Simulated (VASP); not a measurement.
Runs of VASP 6.6.1 on HfO2. The structure is that of space group Fm-3m (No. 225), or close to it. The cells are those of the table. 

| cell | gap on the mesh (eV) | pressure (GPa) |
| --- | --- | --- |
| a = 3.664 Å, angles 60.0°, 3 atoms | 3.62 | -14.1 |
| a = 3.568 Å, angles 60.0°, 3 atoms | 3.84 | (c) |
| a = 3.711 Å, angles 60.0°, 3 atoms | (b) | (a) |
| a = 3.518 Å, angles 60.0°, 3 atoms | 3.95 | 16.7 |

Alike in all rows: task single point; level PBE; potentials or basis VASP PAW PBE potentials, release 64 (Hf_pv, O); no spin polarisation; k mesh 6 × 6 × 6; cutoff (eV) 520; smearing gaussian 0.01 eV.

Question: Fill in the values left out.

Answer: (a) -20.7; (b) 3.52; (c) 4.1.

Caveats: spin-orbit coupling is left out, which moves the levels of the heavy elements.

A k mesh can miss the band edges, and the runs leave out spin-orbit coupling on Hf.
